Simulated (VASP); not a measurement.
# Sr (P2_1/m) in VASP: single point with LDA

Aim: the single point of Sr with LDA.

Program: VASP 6.6.1. These are calculated values, not measurements. Logs are shortened: lines on timing, memory, paths and dates and some standing lists are left out, and cuts for length are marked.

**1. The cell of the first run**

Symmetry: P2_1/m, No. 11, monoclinic system. The conventional cell has a = 4.102 Å, b = 6.715 Å, c = 4.102 Å, α = 90.00°, β = 120.00°, γ = 90.00°. Sr (site symmetry m) has 12 Sr at 3.73 to 4.65 Å within 4.9 Å.

**2. Single point, LDA (atoms displaced along a vibrational mode)**

Contents of INCAR:

```
PREC = Accurate ; ENCUT = 520
EDIFF = 1E-6 ; ISMEAR = 0
SIGMA = 0.15 ; LREAL = F
LASPH = T ; NELM = 60
ALGO = Fast ; ISIF = 2
LWAVE = F ; LCHARG = F
NBANDS = 17
```

Contents of KPOINTS:

```
Automatic mesh
0
Gamma
  12 12 8
```

Contents of POSCAR:

```
Sr
1.0
    4.1024545175      0.0000000000      0.0000000000
   -2.0512272588      3.5528298300      0.0000000000
    0.0000000000      0.0000000000      6.7154259278
Sr
2
Direct
    0.2195721696      0.6666666667      0.2500000000
    0.7804278304      0.3333333333      0.7500000000
```

Potentials or basis: VASP PAW LDA potentials, release 64 (Sr_sv).

On the command line:

```
$ cat potpaw_LDA.64/Sr_sv/POTCAR > POTCAR
$ mpirun -np 1 vasp_std > vasp.out
```

OUTCAR:

```text
PREC = Accurate
   ENCUT = 520
   EDIFF = 1E-6
   ISMEAR = 0
   LREAL = F
   LASPH = T
   NELM = 60
   ISIF = 2

 ion  position               nearest neighbor table
   1  0.220  0.667  0.250-   2 3.73   2 3.73   2 4.21   2 4.21   2 4.65   2 4.65
   2  0.780  0.333  0.750-   1 3.73   1 3.73   1 4.21   1 4.21   1 4.65   1 4.65

  LATTYP: Found a hexagonal cell.
 ALAT       =     4.1024545175
 C/A-ratio  =     1.6369287945

  Lattice vectors:

 A1 = (   4.1024545175,   0.0000000000,   0.0000000000)
 A2 = (  -2.0512272588,   3.5528298300,   0.0000000000)
 A3 = (   0.0000000000,   0.0000000000,   6.7154259278)

Analysis of symmetry for initial positions (statically):
=====================================================================
 Subroutine PRICEL returns:
 Original cell was already a primitive cell.

 Routine SETGRP: Setting up the symmetry group for a
 hexagonal supercell.

 Subroutine GETGRP returns: Found  4 space group operations
 (whereof  2 operations were pure point group operations)
 out of a pool of 24 trial point group operations.

The static configuration has the point symmetry S_2 .
 The point group associated with its full space group is C_2h.

Analysis of symmetry for dynamics (positions and initial velocities):
=====================================================================
 Subroutine PRICEL returns:
 Original cell was already a primitive cell.

 Routine SETGRP: Setting up the symmetry group for a
 hexagonal supercell.

 Subroutine GETGRP returns: Found  4 space group operations
 (whereof  2 operations were pure point group operations)
 out of a pool of 24 trial point group operations.

The dynamic configuration has the point symmetry S_2 .
 The point group associated with its full space group is C_2h.

 Subroutine INISYM returns: Found  4 space group operations
 (whereof  2 operations are pure point group operations),
 and found     1 'primitive' translations

----------------------------------------------------------------------------------------

                                     Primitive cell

  volume of cell :      97.8795

  direct lattice vectors                    reciprocal lattice vectors
     4.102454518  0.000000000  0.000000000     0.243756511  0.140732887  0.000000000
    -2.051227259  3.552829830  0.000000000     0.000000000  0.281465775  0.000000000
     0.000000000  0.000000000  6.715425928     0.000000000  0.000000000  0.148910882

  length of vectors
     4.102454518  4.102454518  6.715425928     0.281465775  0.281465775  0.148910882

  position of ions in fractional coordinates (direct lattice)
     0.219572170  0.666666667  0.250000000
     0.780427830  0.333333333  0.750000000

  ion indices of the primitive-cell ions
   primitive index   ion index
                 1           1
                 2           2

----------------------------------------------------------------------------------------

 KPOINTS: Automatic mesh

Automatic generation of k-mesh.
 Grid dimensions read from file:
 generate k-points for:   12   12    8

 Generating k-lattice:

  Cartesian coordinates                     Fractional coordinates (reciprocal lattice)
     0.020313043  0.011727741  0.000000000     0.083333333  0.000000000  0.000000000
     0.000000000  0.023455481  0.000000000     0.000000000  0.083333333  0.000000000
     0.000000000  0.000000000  0.018613860     0.000000000  0.000000000  0.125000000

  Length of vectors
     0.023455481  0.023455481  0.018613860

  Shift w.r.t. Gamma in fractional coordinates (k-lattice)
     0.000000000  0.000000000  0.000000000

 Subroutine IBZKPT returns following result:
 ===========================================

 Found    370 irreducible k-points:

 Following reciprocal coordinates:
            Coordinates               Weight
  0.000000  0.000000  0.000000      1.000000
  0.083333  0.000000  0.000000      2.000000
  0.000000  0.083333  0.000000      2.000000
 -0.083333  0.083333  0.000000      2.000000
  0.166667  0.000000  0.000000      2.000000
  0.000000  0.166667  0.000000      2.000000
[... 16 lines left out ...]
  0.166667  0.083333  0.000000      2.000000
 -0.083333  0.250000  0.000000      2.000000
 [... further k-points ...]
   k-points           NKPTS =    370   k-points in BZ     NKDIM =    370   number of bands    NBANDS=     17
   number of dos      NEDOS =    301   number of ions     NIONS =      2
   total plane-waves  NPLWV =  51200
   dimension x,y,z NGX =    32 NGY =   32 NGZ =   50
   dimension x,y,z NGXF=    64 NGYF=   64 NGZF=  100
   ions per type =               2
   NGX,Y,Z   is equivalent  to a cutoff of  12.97, 12.97, 12.38 a.u.
   NGXF,Y,Z  is equivalent  to a cutoff of  25.94, 25.94, 24.76 a.u.
 SYSTEM =  unknown system
   PREC   = accura    normal or accurate (medium, high low for compatibility)
   ISTART =      0    job   : 0-new  1-cont  2-samecut
   ICHARG =      2    charge: 1-file 2-atom 10-const
   ISPIN  =      1    spin polarized calculation?
   LNONCOLLINEAR =      F non collinear calculations
   LSORBIT =      F    spin-orbit coupling
   LASPH  =      T    aspherical Exc in radial PAW
   ENCUT  =  520.0 eV  38.22 Ry    6.18 a.u.   7.63  7.63 12.49*2*pi/ulx,y,z
   NELM   =     60;   NELMIN=  2; NELMDL= -5     # of ELM steps
   EDIFF  = 0.1E-05   stopping-criterion for ELM
   LREAL  =      F    real-space projection
   EDIFFG = 0.1E-04   stopping-criterion for IOM
   NSW    =      0    number of steps for IOM
   IBRION =     -1    ionic relax: 0-MD 1-quasi-New 2-CG
   NFREE  =      0    steps in history (QN), initial steepest desc. (CG)
   ISIF   =      2    stress and relaxation
   ISYM   =      2    0-nonsym 1-usesym 2-fastsym
   POTIM  = 0.5000    time-step for ionic-motion
   TEBEG  =    0.0;   TEEND  =   0.0 temperature during run
   PSTRESS=    0.0 pullay stress
   NELECT =      20.0000    total number of electrons
   NUPDOWN=      -1.0000    fix difference up-down
   EMIN   =  10.00;   EMAX   =-10.00  energy-range for DOS
   EFERMI =   0.00;   METHOD = LEGACY
   ISMEAR =     0;   SIGMA  =   0.15  broadening in eV -4-tet -1-fermi 0-gaus
   EFERMI_NEDOS =   21; number of points for ismear=-14 and -15
   IALGO  =     68    algorithm
   IMIX   =      4    mixing-type and parameters
     AMIX     =   0.40;   BMIX     =  1.00
     AMIX_MAG =   1.60;   BMIX_MAG =  1.00
  volume/ion in A,a.u.               =      48.94       330.26
  Fermi-wavevector in a.u.,A,eV,Ry     =   0.964245  1.822160 12.650278  0.929769
  Thomas-Fermi vector in A             =   2.093860
   LORBIT       =      0    0 simple, 1 ext, 2 COOP (PROOUT), +10 PAW based schemes
   GGA     = CA    functional components
   LHFCALC =     F    Hartree Fock is set to
   AEXX    =    0.0000 exact exchange contribution
   IVDW    =     0    specifies the selected vdW correction
   LEPSILON=     F    determine dielectric tensor
   LRPA    =     F    only Hartree local field effects (RPA)
 non-spin polarized calculation
 RMM-DIIS sequential band-by-band and
 Gauss-broadening in eV      SIGMA  =   0.15
  energy-cutoff  :      520.00
  volume of cell :       97.88
 maximum number of plane-waves:      2665
   NGX = 15   NGY = 15   NGZ = 25

 number of electron      20.0000000 magnetization

 Free energy of the ion-electron system (eV)
  ---------------------------------------------------
  ext. energy  EPLUGINS =         0.00000000
  ---------------------------------------------------
  free energy    TOTEN  =        -3.67181618 eV

  energy without entropy =       -3.64437241  energy(sigma->0) =       -3.65809429

 E-fermi :   1.7887     XC(G=0):  -7.9280

 val. band max:        1.7873654945   @ k =  -0.2500   0.5000   0.0000
 cond. band min:       1.7926081962   @ k =   0.3333   0.3333   0.0000
 fundamental gap:      0.0052427017
 Fermi energy:         1.7886938439

 k-point     1 :       0.0000    0.0000    0.0000
  band No.  band energies     occupation
      1     -34.4567      2.00000
      2     -34.4214      2.00000
      3     -16.7729      2.00000
      4     -16.4740      2.00000
      5     -16.4157      2.00000
      6     -16.4063      2.00000
[... 9 lines left out ...]
     16       4.8074      0.00000
     17       4.8687      0.00000

 k-point     2 :       0.0833    0.0000    0.0000
  band No.  band energies     occupation
      1     -34.4552      2.00000
      2     -34.4207      2.00000
      3     -16.7660      2.00000
      4     -16.4874      2.00000
      5     -16.4266      2.00000
      6     -16.4177      2.00000
[... 9 lines left out ...]
     16       4.6493      0.00000
     17       4.7817      0.00000

 k-point     3 :       0.0000    0.0833    0.0000
  band No.  band energies     occupation
      1     -34.4553      2.00000
      2     -34.4206      2.00000
      3     -16.7666      2.00000
      4     -16.4846      2.00000
      5     -16.4277      2.00000
      6     -16.4156      2.00000
[... 9 lines left out ...]
     16       4.6725      0.00000
     17       4.9062      0.00000

 k-point     4 :      -0.0833    0.0833    0.0000
  band No.  band energies     occupation
      1     -34.4555      2.00000
      2     -34.4204      2.00000
      3     -16.7690      2.00000
      4     -16.4782      2.00000
      5     -16.4337      2.00000
      6     -16.4100      2.00000
[... 9 lines left out ...]
     16       4.7417      0.00000
     17       4.9731      0.00000
[... 343 lines left out ...]
      1     -34.4529      2.00000
      2     -34.4189      2.00000
      3     -16.7580      2.00000
      4     -16.5002      2.00000
      5     -16.4623      2.00000
      6     -16.4233      2.00000
[... 9 lines left out ...]
     16       4.6507      0.00000
     17       5.0440      0.00000

 k-point    23 :       0.1667    0.0833    0.0000
  band No.  band energies     occupation
      1     -34.4470      2.00000
      2     -34.4174      2.00000
      3     -16.7251      2.00000
      4     -16.5574      2.00000
      5     -16.5126      2.00000
      6     -16.4429      2.00000
[... 9 lines left out ...]
     16       4.8482      0.00000
     17       4.9860      0.00000

 k-point    24 :      -0.0833    0.2500    0.0000
  band No.  band energies     occupation
      1     -34.4484      2.00000
      2     -34.4162      2.00000
      3     -16.7399      2.00000
      4     -16.5333      2.00000
      5     -16.5059      2.00000
      6     -16.4482      2.00000
[... 9 lines left out ...]
     16       5.0952      0.00000
     17       5.2408      0.00000

 [... further k-points ...]
[... 5 lines left out ...]
  --------------------------------------------------------------------------------------
  -------------------------------------------------------------------------------------
  Total       -0.4913324     -0.1639225      0.6097502      0.6242012      0.0000000      0.0000000
  in kB       -8.0425585     -2.6832271      9.9809246     10.2174719      0.0000000      0.0000000
  external PRESSURE =      -0.2482870 kB  Pullay stress =       0.0000000 kB

 VOLUME and BASIS-vectors are now :
 -----------------------------------------------------------------------------
  energy-cutoff  :      520.00
  volume of cell :       97.88
      direct lattice vectors                 reciprocal lattice vectors
     4.102454518  0.000000000  0.000000000     0.243756511  0.140732887  0.000000000
    -2.051227259  3.552829830  0.000000000     0.000000000  0.281465775  0.000000000
     0.000000000  0.000000000  6.715425928     0.000000000  0.000000000  0.148910882

 POSITION                                       TOTAL-FORCE (eV/Angst)
 -----------------------------------------------------------------------------------
     -0.46670      2.36855      1.67886         0.233261      0.231436     -0.000000
      2.51793      1.18428      5.03657        -0.233261     -0.231436      0.000000
 -----------------------------------------------------------------------------------
    total drift:                               -0.000000      0.000000     -0.000000

  FREE ENERGIE OF THE ION-ELECTRON SYSTEM (eV)
  ---------------------------------------------------
  free  energy   TOTEN  =        -3.6718161768 eV

  energy  without entropy=       -3.6443724056  energy(sigma->0) =       -3.65809429
```

Wall time 21 min (1 thread of Oxide Virtual Turin-like, shared host); peak memory 0.55 GiB.

Results:

```
Free energy            : -3.6718 eV
Pressure               : 0.0 GPa
Largest force          : 0.329 eV/Å
Band gap on the k mesh : zero (bands 10 and 11 overlap by 0.45 eV)
```

Forces in eV/Å, atoms in the order of the input:
```
Sr   0.233  0.231  0.000
Sr  -0.233 -0.231  0.000
```

Levels at points of the mesh, in eV from the Fermi level:
```
           k point  band 7  band 8  band 9  band 10  band 11  band 12  band 13  band 14
(0.00, 0.00, 0.00)  -18.18  -18.16   -3.78    -1.16     0.36     1.71     2.29     2.68
(0.50, 0.00, 0.00)  -18.23  -18.22   -0.84    -0.65     0.41     0.66     0.81     1.38
(0.00, 0.50, 0.00)  -18.25  -18.21   -1.07    -0.43     0.01     0.64     1.37     1.42
(0.50, 0.50, 0.00)  -18.25  -18.16   -1.39    -0.40    -0.15     0.08     2.28     2.42
(0.00, 0.00, 0.50)  -18.19  -18.19   -2.73    -2.73     1.23     1.23     2.40     2.40
(0.50, 0.00, 0.50)  -18.23  -18.23   -0.96    -0.96     0.70     0.70     0.98     0.98
(0.00, 0.50, 0.50)  -18.22  -18.22   -0.89    -0.89     0.41     0.41     1.16     1.16
(0.50, 0.50, 0.50)  -18.25  -18.25   -0.58    -0.58    -0.08    -0.08     1.64     1.64
```

Caveat: the cell differs from its parent crystal (atoms displaced along a vibrational mode).
